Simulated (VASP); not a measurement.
A run of VASP 6.6.1 is set up as follows.

The input POSCAR:

```
YSb
1.0
    0.0000000000      3.1049642125      3.1049642125
    3.1049642125      0.0000000000      3.1049642125
    3.1049642125      3.1049642125      0.0000000000
Y Sb
1 1
Direct
    0.5000000000      0.5000000000      0.5000000000
    0.0000000000      0.0000000000      0.0000000000
```

INCAR.step1

```
SYSTEM = YSb
PREC = Accurate
ENCUT = 520
ISMEAR = -1
SIGMA = 0.05
LREAL = .False.
LASPH = .True.
NELM = 150
ISPIN = 2
MAGMOM = 0.2 0.2
LMAXMIX = 4
NBANDS = 19
GGA = PE
ALGO = Normal
EDIFF = 1E-4
LWAVE = .True.
LCHARG = .False.
```

File INCAR.step2:

```
SYSTEM = YSb
PREC = Accurate
ENCUT = 520
EDIFF = 1E-6
ISMEAR = -1
SIGMA = 0.05
LREAL = .False.
LASPH = .True.
NELM = 150
ALGO = Normal
ISIF = 2
LWAVE = .False.
LCHARG = .True.
ISPIN = 2
MAGMOM = 0.2 0.2
LORBIT = 11
LMAXMIX = 4
METAGGA = R2SCAN
LMIXTAU = .True.
LELF = .True.
LVHAR = .True.
NBANDS = 19
ISTART = 1
```

The input KPOINTS:

```
regular mesh
0
Gamma
  9 9 9
  0 0 0
```

Potentials or basis: VASP PAW PBE potentials, release 64 (Y_sv, Sb).

The run is started by

```bash
$ cat potpaw_PBE.64/Y_sv/POTCAR potpaw_PBE.64/Sb/POTCAR > POTCAR
$ cp INCAR.step1 INCAR
$ mpirun -np 1 vasp_std > vasp.out
$ cp INCAR.step2 INCAR
$ mpirun -np 1 vasp_std > vasp.out
```

Problem. What does it give for the pressure?

Solution. 0.1 GPa.

Problem. Estimate the net moment.

Solution. 0.00 μB per cell.

Caveat: the PAW data sets were made with another functional, which shifts forces and pressure a little.
